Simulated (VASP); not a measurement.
Ru12N (a cell with a defect), 13 atoms in the cell. The cell holds a defect, 13 atoms: a = 5.400 Å, b = 8.100 Å, c = 4.277 Å, α = 90.00°, β = 90.00°, γ = 120.00°. 

- Program: VASP 6.6.1
- Task: single point
- Functional: PBEsol
- Potentials or basis: VASP PAW PBE potentials, release 64 (Ru_pv, N)
- Cutoff: 520 eV
- k mesh: 3 × 2 × 3
- Occupations: fermi-dirac, width 0.1 eV
- Spin: no spin polarisation
- Dipole correction: no
- Further INCAR settings: ALGO = Normal; EDIFF = 1e-06; NBANDS = 98

Potentials or basis: VASP PAW PBE potentials, release 64 (Ru_pv, N).

The run is started by

```bash
$ cat potpaw_PBE.64/Ru_pv/POTCAR potpaw_PBE.64/N/POTCAR > POTCAR
$ mpirun -np 1 vasp_std > vasp.out
```

Hardware: 1 thread of Oxide Virtual Turin-like Processor, on a shared host.

Problem. How long does it take, and how much memory?

Solution. Wall time 9 min on 1 thread of Oxide Virtual Turin-like Processor, with other jobs on the host, peak memory 0.28 GiB. Counts: scf iterations 19, k points 10.
